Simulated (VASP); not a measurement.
# MgO (lda) (I4/mmm) in VASP: notebook

MgO (lda) is run at these levels: LDA; tasks: relaxation of the atoms.

Program: VASP 6.6.1. These are calculated values, not measurements. Logs are shortened: lines on timing, memory, paths and dates and some standing lists are left out, and cuts for length are marked.

### Step 1. The cell of the first run

The structure is tetragonal, space group I4/mmm (No. 139). The conventional cell has a = 2.913 Å, b = 2.913 Å, c = 4.186 Å, α = 90.00°, β = 90.00°, γ = 90.00°. Within 2.7 Å of Mg (site symmetry 4/mmm) lie 6 O at 2.06 to 2.09 Å. Within 2.7 Å of O (site symmetry 4/mmm) lie 6 Mg at 2.06 to 2.09 Å.

### Step 2. Relaxation of the atoms, LDA (strained cell)

File INCAR:

```
PREC     = Accurate       # precision mode
ENCUT    = 520            # plane-wave cutoff, eV
EDIFF    = 1E-7           # SCF threshold, eV
ISMEAR   = 0              # smearing method
SIGMA    = 0.02           # smearing width, eV
LREAL    = False          # projectors in reciprocal space
LASPH    = True           # aspherical terms in the spheres
NELM     = 120            # most SCF steps
ALGO     = Normal         # electronic algorithm
ISIF     = 2              # what is computed and relaxed
LWAVE    = False          # write WAVECAR
LCHARG   = False          # write CHGCAR
IBRION   = 2              # ionic algorithm
NSW      = 60             # ionic steps
EDIFFG   = -0.002         # ionic threshold
GGA_COMPAT= False        
NELMIN   = 4
```

File KPOINTS:

```
Automatic mesh
0
Gamma
  8 8 8
```

File POSCAR:

```
MgO
1.0
    0.0000000000      2.0595237678      2.0928090004
    2.0595237678      0.0000000000      2.0928090004
    2.0595237678      2.0595237678      0.0000000000
Mg O
1 1
Direct
    0.0000000000      0.0000000000      0.0000000000
    0.5000000000      0.5000000000      0.5000000000
```

Potentials or basis: VASP PAW LDA potentials, release 64 (Mg, O).

Command:

```bash
$ cat potpaw_LDA.64/Mg/POTCAR potpaw_LDA.64/O/POTCAR > POTCAR
$ mpirun -np 1 vasp_std > vasp.out
```

OUTCAR:

```text
PREC = Accurate
   ENCUT = 520
   EDIFF = 1E-7
   ISMEAR = 0
   LREAL = False
   LASPH = True
   NELM = 120
   ISIF = 2
   IBRION = 2
   NSW = 60
   EDIFFG = -0.002
   NELMIN = 4

 ion  position               nearest neighbor table
   1  0.000  0.000  0.000-   2 2.06   2 2.06   2 2.06   2 2.06   2 2.09   2 2.09
   2  0.500  0.500  0.500-   1 2.06   1 2.06   1 2.06   1 2.06   1 2.09   1 2.09

  LATTYP: Found a body centered tetragonal cell.
 ALAT       =     2.9126064445
 C/A-ratio  =     1.4370695391

  Lattice vectors:

 A1 = (  -2.0595237678,   0.0000000000,   2.0928090004)
 A2 = (   2.0595237678,   0.0000000000,   2.0928090004)
 A3 = (   0.0000000000,   2.0595237678,  -2.0928090004)

Analysis of symmetry for initial positions (statically):
=====================================================================
 Subroutine PRICEL returns:
 Original cell was already a primitive cell.

 Routine SETGRP: Setting up the symmetry group for a
 body centered tetragonal supercell.

 Subroutine GETGRP returns: Found 16 space group operations
 (whereof 16 operations were pure point group operations)
 out of a pool of 16 trial point group operations.

The static configuration has the point symmetry D_4h.

Analysis of symmetry for dynamics (positions and initial velocities):
=====================================================================
 Subroutine PRICEL returns:
 Original cell was already a primitive cell.

 Routine SETGRP: Setting up the symmetry group for a
 body centered tetragonal supercell.

 Subroutine GETGRP returns: Found 16 space group operations
 (whereof 16 operations were pure point group operations)
 out of a pool of 16 trial point group operations.

The dynamic configuration has the point symmetry D_4h.

 Subroutine INISYM returns: Found 16 space group operations
 (whereof 16 operations are pure point group operations),
 and found     1 'primitive' translations

----------------------------------------------------------------------------------------

                                     Primitive cell

  volume of cell :      17.7539

  direct lattice vectors                    reciprocal lattice vectors
     0.000000000  2.059523768  2.092809000    -0.242774571  0.242774571  0.238913346
     2.059523768  0.000000000  2.092809000     0.242774571 -0.242774571  0.238913346
     2.059523768  2.059523768  0.000000000     0.242774571  0.242774571 -0.238913346

  length of vectors
     2.936236990  2.936236990  2.912606444     0.418280494  0.418280494  0.418280494

  position of ions in fractional coordinates (direct lattice)
     0.000000000  0.000000000  0.000000000
     0.500000000  0.500000000  0.500000000

  ion indices of the primitive-cell ions
   primitive index   ion index
                 1           1
                 2           2

----------------------------------------------------------------------------------------

 KPOINTS: Automatic mesh

Automatic generation of k-mesh.
 Grid dimensions read from file:
 generate k-points for:    8    8    8

 Generating k-lattice:

  Cartesian coordinates                     Fractional coordinates (reciprocal lattice)
    -0.030346821  0.030346821  0.029864168     0.125000000  0.000000000  0.000000000
     0.030346821 -0.030346821  0.029864168     0.000000000  0.125000000  0.000000000
     0.030346821  0.030346821 -0.029864168     0.000000000  0.000000000  0.125000000

  Length of vectors
     0.052285062  0.052285062  0.052285062

  Shift w.r.t. Gamma in fractional coordinates (k-lattice)
     0.000000000  0.000000000  0.000000000

 Subroutine IBZKPT returns following result:
 ===========================================

 Found     59 irreducible k-points:

 Following reciprocal coordinates:
            Coordinates               Weight
  0.000000  0.000000  0.000000      1.000000
  0.125000  0.000000  0.000000      8.000000
  0.250000  0.000000  0.000000      8.000000
  0.375000  0.000000  0.000000      8.000000
  0.500000  0.000000  0.000000      4.000000
  0.125000  0.125000  0.000000      2.000000
[... 16 lines left out ...]
  0.250000  0.000000  0.125000     16.000000
  0.375000  0.000000  0.125000     16.000000
 [... further k-points ...]
   k-points           NKPTS =     59   k-points in BZ     NKDIM =     59   number of bands    NBANDS=      8
   number of dos      NEDOS =    301   number of ions     NIONS =      2
   total plane-waves  NPLWV =  13824
   dimension x,y,z NGX =    24 NGY =   24 NGZ =   24
   dimension x,y,z NGXF=    48 NGYF=   48 NGZF=   48
   ions per type =               1   1
   NGX,Y,Z   is equivalent  to a cutoff of  13.59, 13.59, 13.70 a.u.
   NGXF,Y,Z  is equivalent  to a cutoff of  27.18, 27.18, 27.40 a.u.
 SYSTEM =  unknown system
   PREC   = accura    normal or accurate (medium, high low for compatibility)
   ISTART =      0    job   : 0-new  1-cont  2-samecut
   ICHARG =      2    charge: 1-file 2-atom 10-const
   ISPIN  =      1    spin polarized calculation?
   LNONCOLLINEAR =      F non collinear calculations
   LSORBIT =      F    spin-orbit coupling
   LASPH  =      T    aspherical Exc in radial PAW
   ENCUT  =  520.0 eV  38.22 Ry    6.18 a.u.   5.46  5.46  5.42*2*pi/ulx,y,z
   NELM   =    120;   NELMIN=  4; NELMDL= -5     # of ELM steps
   EDIFF  = 0.1E-06   stopping-criterion for ELM
   LREAL  =      F    real-space projection
   EDIFFG = -.2E-02   stopping-criterion for IOM
   NSW    =     60    number of steps for IOM
   IBRION =      2    ionic relax: 0-MD 1-quasi-New 2-CG
   NFREE  =      1    steps in history (QN), initial steepest desc. (CG)
   ISIF   =      2    stress and relaxation
   ISYM   =      2    0-nonsym 1-usesym 2-fastsym
   POTIM  = 0.5000    time-step for ionic-motion
   TEBEG  =    0.0;   TEEND  =   0.0 temperature during run
   PSTRESS=    0.0 pullay stress
   NELECT =       8.0000    total number of electrons
   NUPDOWN=      -1.0000    fix difference up-down
   EMIN   =  10.00;   EMAX   =-10.00  energy-range for DOS
   EFERMI =   0.00;   METHOD = LEGACY
   ISMEAR =     0;   SIGMA  =   0.02  broadening in eV -4-tet -1-fermi 0-gaus
   EFERMI_NEDOS =   21; number of points for ismear=-14 and -15
   IALGO  =     38    algorithm
   IMIX   =      4    mixing-type and parameters
     AMIX     =   0.40;   BMIX     =  1.00
     AMIX_MAG =   1.60;   BMIX_MAG =  1.00
  volume/ion in A,a.u.               =       8.88        59.90
  Fermi-wavevector in a.u.,A,eV,Ry     =   1.255087  2.371770 21.432480  1.575243
  Thomas-Fermi vector in A             =   2.388860
   LORBIT       =      0    0 simple, 1 ext, 2 COOP (PROOUT), +10 PAW based schemes
   GGA     = CA    functional components
   LHFCALC =     F    Hartree Fock is set to
   AEXX    =    0.0000 exact exchange contribution
   IVDW    =     0    specifies the selected vdW correction
   LEPSILON=     F    determine dielectric tensor
   LRPA    =     F    only Hartree local field effects (RPA)
 conjugate gradient relaxation of ions
 non-spin polarized calculation
 Gauss-broadening in eV      SIGMA  =   0.02
  energy-cutoff  :      520.00
  volume of cell :       17.75
 maximum number of plane-waves:       496
 NGX is ok and might be reduce to    24
   NGX = 11   NGY = 11   NGZ = 11

 number of electron       7.9999999 magnetization

 Free energy of the ion-electron system (eV)
  ---------------------------------------------------
  ext. energy  EPLUGINS =         0.00000000
  ---------------------------------------------------
  free energy    TOTEN  =       -13.44290101 eV

  energy without entropy =      -13.44290101  energy(sigma->0) =      -13.44290101

 E-fermi :   3.4829     XC(G=0): -11.8396

 val. band max:        3.2989531708   @ k =   0.0000   0.0000   0.0000
 cond. band min:       8.4454983717   @ k =   0.0000   0.0000   0.0000
 fundamental gap:      5.1465452008
 Fermi energy:         3.4828734195

 k-point     1 :       0.0000    0.0000    0.0000
  band No.  band energies     occupation
      1     -13.9996      2.00000
      2       3.2672      2.00000
      3       3.2672      2.00000
      4       3.2990      2.00000
      5       8.4455      0.00000
      6      18.9637      0.00000
      7      19.1422      0.00000
      8      19.1422      0.00000

 k-point     2 :       0.1250    0.0000    0.0000
  band No.  band energies     occupation
      1     -13.8144      2.00000
      2       2.2933      2.00000
      3       3.1570      2.00000
      4       3.1683      2.00000
      5       9.3432      0.00000
      6      17.4157      0.00000
      7      19.4035      0.00000
      8      19.5383      0.00000

 k-point     3 :       0.2500    0.0000    0.0000
  band No.  band energies     occupation
      1     -13.3282      2.00000
      2       0.4848      2.00000
      3       2.8921      2.00000
      4       2.9034      2.00000
      5      10.7282      0.00000
      6      15.9515      0.00000
      7      19.9327      0.00000
      8      20.1804      0.00000

 k-point     4 :       0.3750    0.0000    0.0000
  band No.  band energies     occupation
      1     -12.7700      2.00000
      2      -1.0452      2.00000
      3       2.6339      2.00000
      4       2.6650      2.00000
      5      11.2985      0.00000
      6      15.9418      0.00000
      7      19.7822      0.00000
      8      20.1343      0.00000

 k-point     5 :       0.5000    0.0000    0.0000
  band No.  band energies     occupation
      1     -12.5099      2.00000
      2      -1.6525      2.00000
      3       2.5316      2.00000
      4       2.5702      2.00000
      5      11.3326      0.00000
      6      16.2548      0.00000
      7      19.6221      0.00000
      8      19.9914      0.00000
[... 177 lines left out ...]
 k-point    22 :       0.1250    0.0000    0.1250
  band No.  band energies     occupation
      1     -13.7522      2.00000
      2       2.2046      2.00000
      3       3.0016      2.00000
      4       3.0478      2.00000
      5       9.6385      0.00000
      6      16.8587      0.00000
      7      19.5961      0.00000
      8      19.6878      0.00000

 k-point    23 :       0.2500    0.0000    0.1250
  band No.  band energies     occupation
      1     -13.3705      2.00000
      2       0.9008      2.00000
      3       2.7297      2.00000
      4       2.7640      2.00000
      5      10.9128      0.00000
      6      15.5129      0.00000
      7      19.8901      0.00000
      8      20.2276      0.00000

 k-point    24 :       0.3750    0.0000    0.1250
  band No.  band energies     occupation
      1     -12.8382      2.00000
      2      -0.5384      2.00000
      3       2.3495      2.00000
      4       2.5054      2.00000
      5      11.8536      0.00000
      6      15.3385      0.00000
      7      18.9921      0.00000
      8      20.3381      0.00000

 [... further k-points ...]
[... 5 lines left out ...]
  --------------------------------------------------------------------------------------
  -------------------------------------------------------------------------------------
  Total        0.2251541      0.2251541     -0.2071414      0.0000000     -0.0000000     -0.0000000
  in kB       20.3187620     20.3187620    -18.6932241      0.0000000     -0.0000000     -0.0000000
  external PRESSURE =       7.3147666 kB  Pullay stress =       0.0000000 kB

 VOLUME and BASIS-vectors are now :
 -----------------------------------------------------------------------------
  energy-cutoff  :      520.00
  volume of cell :       17.75
      direct lattice vectors                 reciprocal lattice vectors
     0.000000000  2.059523768  2.092809000    -0.242774571  0.242774571  0.238913346
     2.059523768  0.000000000  2.092809000     0.242774571 -0.242774571  0.238913346
     2.059523768  2.059523768  0.000000000     0.242774571  0.242774571 -0.238913346

 POSITION                                       TOTAL-FORCE (eV/Angst)
 -----------------------------------------------------------------------------------
      0.00000      0.00000      0.00000         0.000000      0.000000      0.000000
      2.05952      2.05952      2.09281        -0.000000     -0.000000     -0.000000
 -----------------------------------------------------------------------------------
    total drift:                               -0.000000     -0.000000      0.000000

  FREE ENERGIE OF THE ION-ELECTRON SYSTEM (eV)
  ---------------------------------------------------
  free  energy   TOTEN  =       -13.4429010057 eV

  energy  without entropy=      -13.4429010057  energy(sigma->0) =      -13.44290101

 reached required accuracy - stopping structural energy minimisation
```

Wall time 10 s (1 thread of Intel Xeon 8259CL, shared host); peak memory 0.13 GiB.

Results:

```
Free energy             : -13.4429 eV
Pressure after relaxing : 0.7 GPa
Band gap on the k mesh  : 5.15 eV, direct
```

Stress tensor (GPa, compression positive):
```
 2.03  0.00  0.00
 0.00  2.03  0.00
 0.00  0.00 -1.87
```

Final structure:
```
Mg O
1.0
     0.00000    2.05952    2.09281
     2.05952    0.00000    2.09281
     2.05952    2.05952    0.00000
Mg O
1 1
Direct
  0.00000 0.00000 0.00000
  0.50000 0.50000 0.50000
```

Levels at points of the mesh, in eV from the valence-band top:
```csv
k point,band 2,band 3,band 4,band 5,band 6,band 7
"(0.00, 0.00, 0.00)",-0.03,-0.03,0.00,5.15,15.66,15.84
"(0.50, 0.00, 0.00)",-4.95,-0.77,-0.73,8.03,12.96,16.32
"(0.50, 0.50, 0.00)",-4.43,-1.42,-1.42,9.03,10.27,13.27
"(0.50, 0.00, 0.50)",-4.37,-1.54,-1.44,8.86,10.23,13.49
```

Caveat: the cell differs from its parent crystal (strained cell); the relaxation stopped at its first step, so nothing moved.

### Step 3. Relaxation of the atoms, LDA (strained cell)

File INCAR:

```
SYSTEM = MgO
PREC = Accurate
ENCUT = 520
EDIFF = 1E-7
ISMEAR = 0
SIGMA = 0.02
LREAL = .False.
LASPH = .True.
NELM = 120
ALGO = Normal
ISIF = 2
LWAVE = .False.
LCHARG = .False.
GGA = CA
IBRION = 2
NSW = 60
EDIFFG = -0.002
GGA_COMPAT = .False.
NELMIN = 4
```

File KPOINTS:

```
regular mesh
0
Gamma
  8 8 8
  0 0 0
```

File POSCAR:

```
MgO
1.0
    0.0000000000      2.0595237678      2.0930819257
    2.0595237678      0.0000000000      2.0930819257
    2.0595237678      2.0595237678      0.0000000000
Mg O
1 1
Direct
    0.0000000000      0.0000000000      0.0000000000
    0.5000000000      0.5000000000      0.5000000000
```

Potentials or basis: VASP PAW LDA potentials, release 64 (Mg, O).

Command:

```bash
$ cat potpaw_LDA.64/Mg/POTCAR potpaw_LDA.64/O/POTCAR > POTCAR
$ mpirun -np 1 vasp_std > vasp.out
```

It took 9.9 s on 1 thread of Intel Xeon 8259CL, shared host; peak memory 0.13 GiB.

It converged, with:

| Quantity | Value |
| --- | --- |
| Free energy | -13.4429 eV |
| Pressure after relaxing | 0.7 GPa |
| Band gap on the k mesh | 5.14 eV, direct |

Stress tensor (GPa, compression positive):
```
 2.02  0.00  0.00
 0.00  2.02  0.00
 0.00  0.00 -1.91
```

Final structure:
```cif
data_structure
_symmetry_space_group_name_H-M 'P 1'
_symmetry_Int_Tables_number 1
_cell_length_a 2.9364
_cell_length_b 2.9364
_cell_length_c 2.9126
_cell_angle_alpha 60.268
_cell_angle_beta 60.268
_cell_angle_gamma 59.464
_cell_volume 17.76
loop_
_atom_site_label
_atom_site_type_symbol
_atom_site_fract_x
_atom_site_fract_y
_atom_site_fract_z
_atom_site_occupancy
Mg1 Mg 0.00000 0.00000 0.00000 1
O1 O 0.50000 0.50000 0.50000 1
```

Levels at points of the mesh, in eV from the valence-band top:
```
           k point  band 1  band 2  band 3  band 4  band 5  band 6  band 7  band 8
(0.00, 0.00, 0.00)  -17.30   -0.03   -0.03    0.00    5.14   15.66   15.84   15.84
(0.50, 0.00, 0.00)  -15.81   -4.95   -0.77   -0.73    8.03   12.95   16.32   16.69
(0.50, 0.50, 0.00)  -15.55   -4.43   -1.42   -1.42    9.03   10.27   13.27   19.52
(0.50, 0.00, 0.50)  -15.50   -4.37   -1.54   -1.44    8.86   10.23   13.49   19.16
```

Caveat: the cell differs from its parent crystal (strained cell); the relaxation stopped at its first step, so nothing moved.

### Step 4. Relaxation of the atoms, LDA (strained cell)

File INCAR:

```
SYSTEM = MgO
PREC = Accurate
ENCUT = 520
EDIFF = 1E-7
ISMEAR = 0
SIGMA = 0.02
LREAL = .FALSE.
LASPH = .TRUE.
NELM = 120
ALGO = Normal
ISIF = 2
LWAVE = .FALSE.
LCHARG = .FALSE.
GGA = CA
IBRION = 2
NSW = 60
EDIFFG = -0.002
GGA_COMPAT = .FALSE.
NELMIN = 4
```

File KPOINTS:

```
Automatic mesh
0
G
  8 8 8
  0 0 0
```

File POSCAR:

```
MgO
1.0
    0.0000000000      2.0595237678      2.0929403819
    2.0595237678      0.0000000000      2.0929403819
    2.0595237678      2.0595237678      0.0000000000
Mg O
1 1
Direct
    0.0000000000      0.0000000000      0.0000000000
    0.5000000000      0.5000000000      0.5000000000
```

Command:

```bash
$ cat potpaw_LDA.64/Mg/POTCAR potpaw_LDA.64/O/POTCAR > POTCAR
$ mpirun -np 1 vasp_std > vasp.out
```

Wall time 11 s (1 thread of Intel Xeon 8259CL, shared host); peak memory 0.13 GiB.

It converged, with:

* Free energy: -13.4429 eV
* Pressure after relaxing: 0.7 GPa
* Band gap on the k mesh: 5.15 eV, direct

Stress tensor (GPa, compression positive):
```
 2.03  0.00  0.00
 0.00  2.03  0.00
 0.00  0.00 -1.89
```

Final structure:
```
Mg O
1.0
     0.00000    2.05952    2.09294
     2.05952    0.00000    2.09294
     2.05952    2.05952    0.00000
Mg O
1 1
Direct
  0.00000 0.00000 0.00000
  0.50000 0.50000 0.50000
```

Levels at points of the mesh, in eV from the valence-band top:
| k point | band 1 | band 2 | band 3 | band 4 | band 5 | band 6 | band 7 | band 8 |
| --- | --- | --- | --- | --- | --- | --- | --- | --- |
| (0.00, 0.00, 0.00) | -17.30 | -0.03 | -0.03 | 0.00 | 5.15 | 15.66 | 15.84 | 15.84 |
| (0.50, 0.00, 0.00) | -15.81 | -4.95 | -0.77 | -0.73 | 8.03 | 12.96 | 16.32 | 16.69 |
| (0.50, 0.50, 0.00) | -15.55 | -4.43 | -1.42 | -1.42 | 9.03 | 10.27 | 13.27 | 19.52 |
| (0.50, 0.00, 0.50) | -15.50 | -4.37 | -1.54 | -1.44 | 8.86 | 10.23 | 13.49 | 19.16 |

Caveat: the cell differs from its parent crystal (strained cell); the relaxation stopped at its first step, so nothing moved.
